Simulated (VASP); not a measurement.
Input of a VASP 6.6.1 run:

Contents of INCAR:

```
  ALGO = Normal
  EDIFF = 1E-6
  ENCUT = 520
  GGA = PE
  ISIF = 2
  ISMEAR = 0
  LASPH = T
  LCHARG = F
  LREAL = F
  LWAVE = F
  NBANDS = 14
  NELM = 60
  PREC = Accurate
  SIGMA = 0.15
```

Contents of KPOINTS:

```
k-points
0
Gamma
  20 20 20
```

File POSCAR:

```
HfN
1.0
   -0.4895572879      2.0426355806      2.0426355806
    2.0426355806     -0.4895572879      2.0426355806
    2.0426355806      2.0426355806     -0.4895572879
Hf N
1 1
Direct
    0.0000000000      0.0000000000      0.0000000000
    0.5000000000      0.5000000000      0.5000000000
```

Potentials or basis: VASP PAW PBE potentials, release 64 (Hf_pv, N).

Run with:

```console
$ cat potpaw_PBE.64/Hf_pv/POTCAR potpaw_PBE.64/N/POTCAR > POTCAR
$ mpirun -np 1 vasp_std > vasp.out
```

Question: What does it give for the pressure?

Answer: 1.8 GPa.

Stress tensor (GPa, compression positive):
```
 1.76 18.45 18.45
18.45  1.76 18.45
18.45 18.45  1.76
```
